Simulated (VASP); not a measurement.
Li3Ta2O:

```
Li Ta O
1.0
     4.39339    0.00000    0.00000
     0.00000    4.39339    0.00000
     0.00000    0.00000    4.67861
Li Ta O
3 2 1
Direct
  0.00000 0.00000 0.26199
  0.00000 0.00000 0.73801
  0.50000 0.50000 0.50000
  0.50000 0.00000 0.00000
  0.00000 0.50000 0.00000
  0.50000 0.50000 0.00000
```

| Quantity | Value |
| --- | --- |
| Program | VASP 6.6.1 |
| Task | relaxation of cell and atoms |
| Functional | PBE |
| Potentials or basis | VASP PAW PBE potentials, release 64 (Li_sv, Ta_pv, O) |
| Cutoff | 600 eV |
| k mesh | 4 × 4 × 4 |
| Occupations | gaussian, width 0.1 eV |
| Spin | no spin polarisation |

At the start: pressure -1.4 GPa; volume 15.05 Å³/atom.

Q: Where does the relaxation end?

A: Over 13 steps the energy falls by 178.6 meV/atom and the volume is 16.62 Å³/atom (+10.5 %); space group P4/mmm (No. 123, to 0.05 Å).

The path:
```csv
step,energy change (eV),largest force (eV/Å),pressure (GPa),volume (Å³)
1,0.0000,1.7674,-1.37,90.31
2,-0.3425,1.2622,0.48,88.61
3,-0.6488,0.1709,5.32,85.34
4,-0.8140,0.7333,-0.87,92.36
5,-0.8138,0.7661,-1.08,92.63
6,-0.9717,0.7116,-0.11,96.01
7,-0.9177,0.7673,1.55,101.30
8,-1.0066,0.7103,0.51,98.03
9,-1.0563,0.3446,0.05,99.08
10,-1.0708,0.0273,-0.32,100.02
11,-1.0708,0.0142,-0.34,100.06
12,-1.0701,0.0563,0.76,99.34
13,-1.0717,0.0165,0.13,99.74
```

Final structure:
```
Li Ta O
1.0
     4.15083    0.00000    0.00000
     0.00000    4.15083    0.00000
     0.00000    0.00000    5.78922
Li Ta O
3 2 1
Direct
  0.00000 0.00000 0.31483
  0.00000 0.00000 0.68517
  0.50000 0.50000 0.50000
  0.50000 0.00000 0.00000
  0.00000 0.50000 0.00000
  0.50000 0.50000 0.00000
```

Caveat: the cutoff is under 1.25 times the usual one of these potentials, so pressure, stress and relaxed cells hold a basis-set (Pulay) error; an odd number of electrons without spin polarisation forces a metal; a magnetic or distorted state may lie lower.
